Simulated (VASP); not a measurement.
Write the native input for VASP 6.6.1 that does the following.

```yaml
Task: relaxation of cell and atoms
Functional: PBEsol
Potentials_or_basis: VASP PAW PBE potentials, release 64 (Al)
Cutoff: 600 eV
k_mesh: 11 × 11 × 3
Occupations: fermi-dirac, width 0.05 eV
Spin: no spin polarisation
Target_pressure: 5 GPa
Dipole_correction: no
Further_INCAR_settings: ALGO = Normal; EDIFF = 1e-07; IBRION = 2; EDIFFG = -0.01; NSW = 60; ISIF = 3
```

The structure of Al lies in POSCAR:

```
Al
1.0
    2.8270770242      0.0000000000      0.0000000000
   -1.4135385121      2.4483205214      0.0000000000
    0.0000000000      0.0000000000      9.1859930700
Al
4
Direct
    0.6666666667      0.3333333333      0.7500000000
    0.0000000000      0.0000000000      0.5000000000
    0.3333333333      0.6666666667      0.2500000000
    0.0000000000      0.0000000000      0.0000000000
```

One way to write it, as run:

INCAR

```
ALGO     = Normal         # electronic algorithm
EDIFF    = 1E-7           # SCF threshold, eV
EDIFFG   = -0.01          # ionic threshold
ENCUT    = 600            # plane-wave cutoff, eV
GGA      = PS             # functional
IBRION   = 2              # ionic algorithm
ISIF     = 3              # what is computed and relaxed
ISMEAR   = -1             # smearing method
LASPH    = True           # aspherical terms in the spheres
LCHARG   = False          # write CHGCAR
LREAL    = False          # projectors in reciprocal space
LWAVE    = False          # write WAVECAR
NELM     = 100            # most SCF steps
NSW      = 60             # ionic steps
PREC     = Accurate       # precision mode
PSTRESS  = 50.0         
SIGMA    = 0.05           # smearing width, eV
```

KPOINTS

```
k-points
0
Gamma
  11 11 3
```

Potentials or basis: VASP PAW PBE potentials, release 64 (Al).

Launch:

```sh
$ cat potpaw_PBE.64/Al/POTCAR > POTCAR
$ mpirun -np 1 vasp_std > vasp.out
```

Results of the run:

| Item | Value |
| --- | --- |
| Relaxed volume | 15.42 Å³/atom |
| Relaxed cell | a = 2.783 Å, b = 2.783 Å, c = 9.198 Å, α = 90.00°, β = 90.00°, γ = 120.00° |
| Space group after relaxing (to 0.05 Å) | P6_3/mmc (No. 194) |
| Energy change on relaxing (the enthalpy is what falls) | +8.8 meV/atom |
| Ionic steps | 6 |
| Pressure after relaxing | 4.9 GPa |
| Band gap on the k mesh | zero (band 6 reaches 12.46 eV, above the bottom of band 7 at 6.82 eV) |

Caveat: the cell is relaxed towards a set pressure, so the enthalpy falls and the energy may rise; the PAW data sets were made with another functional, which shifts forces and pressure a little.

Wall time 30 s on 1 thread of Intel(R) Xeon(R) 6975P-C (Granite Rapids), with other jobs on the host, peak memory 0.19 GiB.
